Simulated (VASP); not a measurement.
Write the native input for VASP 6.6.1 that does the following.

```yaml
Task: single point
Functional: r2SCAN
Potentials_or_basis: VASP PAW PBE potentials, release 64 (Mg, O)
Cutoff: 520 eV
k_mesh: 8 × 8 × 6
Occupations: gaussian, width 0.02 eV
Spin: no spin polarisation
Dipole_correction: no
Further_INCAR_settings: ALGO = Normal; EDIFF = 1e-07; NBANDS = 16
```

MgO:

```
Mg O
1.0
     2.08118    2.08118    0.00000
    -2.08118    2.08118    0.00000
     0.00000    0.00000    4.22963
Mg O
2 2
Cartesian
  0.0000 0.0000 0.0000
  0.0000 2.0812 2.1148
  0.0000 2.0812 0.0000
  0.0000 0.0000 2.1148
```

This cell differs from its parent crystal: biaxial strain in the a-b plane: -1.0 %.

These files were run (other wordings do the same):

POSCAR

```
MgO
1.0
    2.0811789439      2.0811789439      0.0000000000
   -2.0811789439      2.0811789439      0.0000000000
    0.0000000000      0.0000000000      4.2296283183
Mg O
2 2
Direct
    0.0000000000      0.0000000000      0.0000000000
    0.5000000000      0.5000000000      0.5000000000
    0.5000000000      0.5000000000      0.0000000000
    0.0000000000      0.0000000000      0.5000000000
```

INCAR.step1

```
SYSTEM = MgO
PREC     = Accurate       ! precision mode
ENCUT    = 520            ! plane-wave cutoff, eV
ISMEAR   = 0              ! smearing method
SIGMA    = 0.02           ! smearing width, eV
LREAL    = .FALSE.        ! projectors in reciprocal space
LASPH    = .TRUE.         ! aspherical terms in the spheres
NELM     = 80             ! most SCF steps
NBANDS   = 16             ! bands
GGA      = PE             ! functional
ALGO     = Normal         ! electronic algorithm
EDIFF    = 1E-4           ! SCF threshold, eV
LWAVE    = .TRUE.         ! write WAVECAR
LCHARG   = .FALSE.        ! write CHGCAR
```

INCAR.step2

```
SYSTEM = MgO
PREC     = Accurate       ! precision mode
ENCUT    = 520            ! plane-wave cutoff, eV
EDIFF    = 1E-7           ! SCF threshold, eV
ISMEAR   = 0              ! smearing method
SIGMA    = 0.02           ! smearing width, eV
LREAL    = .FALSE.        ! projectors in reciprocal space
LASPH    = .TRUE.         ! aspherical terms in the spheres
NELM     = 80             ! most SCF steps
ALGO     = Normal         ! electronic algorithm
ISIF     = 2              ! what is computed and relaxed
LWAVE    = .FALSE.        ! write WAVECAR
LCHARG   = .FALSE.        ! write CHGCAR
METAGGA  = R2SCAN         ! meta-GGA
LMIXTAU  = .TRUE.       
NBANDS   = 16             ! bands
ISTART   = 1
```

KPOINTS

```
Automatic mesh
0
G
  8 8 6
  0 0 0
```

Potentials or basis: VASP PAW PBE potentials, release 64 (Mg, O).

Run with:

```console
$ cat potpaw_PBE.64/Mg/POTCAR potpaw_PBE.64/O/POTCAR > POTCAR
$ cp INCAR.step1 INCAR
$ mpirun -np 1 vasp_std > vasp.out
$ cp INCAR.step2 INCAR
$ mpirun -np 1 vasp_std > vasp.out
```

Results of the run:

```json
{
 "Pressure": "1.4 GPa",
 "Band gap on the k mesh": "5.78 eV"
}
```

Caveat: the cell differs from its parent crystal (biaxial strain in the a-b plane: -1.0 %); the PAW data sets were made with another functional, which shifts forces and pressure a little.

Run time: 4.5 min on 1 thread of AMD EPYC 7R13 (shared host), peak memory 0.15 GiB.
